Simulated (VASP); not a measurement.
SrTl2:

```
Sr Tl
1.0
     5.07400    0.00000    0.00000
    -2.53700    4.39421    0.00000
     0.00000    0.00000    8.21700
Sr Tl
2 4
Direct
  0.00000 0.00000 0.25000
  0.00000 0.00000 0.75000
  0.33333 0.66667 0.45200
  0.66667 0.33333 0.95200
  0.33333 0.66667 0.04800
  0.66667 0.33333 0.54800
```

| Quantity | Value |
| --- | --- |
| Program | VASP 6.6.1 |
| Task | relaxation of cell and atoms |
| Functional | r2SCAN |
| Potentials or basis | VASP PAW PBE potentials, release 64 (Sr_sv, Tl_d) |
| Cutoff | 600 eV |
| k mesh | 12 × 12 × 6 |
| Occupations | gaussian, width 0.1 eV |
| Spin | no spin polarisation |

At the start: pressure 1.2 GPa; volume 30.53 Å³/atom.

Task: How do energy, volume and symmetry change on relaxing?

Result: Over 8 steps the energy falls by 3.9 meV/atom and the volume is 31.55 Å³/atom (+3.3 %); space group P6_3/mmc (No. 194, to 0.05 Å).

Step by step:
| step | energy change (eV) | largest force (eV/Å) | pressure (GPa) | volume (Å³) |
| --- | --- | --- | --- | --- |
| 1 | 0.0000 | 0.0317 | 1.22 | 183.21 |
| 2 | -0.0224 | 0.0310 | -0.06 | 189.45 |
| 3 | -0.0225 | 0.0307 | 0.01 | 189.09 |
| 4 | -0.0225 | 0.0307 | -0.01 | 189.21 |
| 5 | -0.0228 | 0.0247 | -0.01 | 189.29 |
| 6 | -0.0231 | 0.0075 | -0.03 | 189.53 |
| 7 | -0.0231 | 0.0098 | -0.02 | 189.50 |
| 8 | -0.0232 | 0.0048 | 0.01 | 189.33 |

Final structure:
```yaml
crystal:
  lattice:
    - [5.12778, 0.00000, 0.00000]
    - [-2.56389, 4.44079, 0.00000]
    - [0.00000, 0.00000, 8.31433]
  atoms:
    - { symbol: Sr, position: [0.00000, 0.00000, 0.25000] }
    - { symbol: Sr, position: [0.00000, 0.00000, 0.75000] }
    - { symbol: Tl, position: [0.33333, 0.66667, 0.45104] }
    - { symbol: Tl, position: [0.66667, 0.33333, 0.95104] }
    - { symbol: Tl, position: [0.33333, 0.66667, 0.04896] }
    - { symbol: Tl, position: [0.66667, 0.33333, 0.54896] }
```

Caveat: the PAW data sets were made with another functional, which shifts forces and pressure a little.
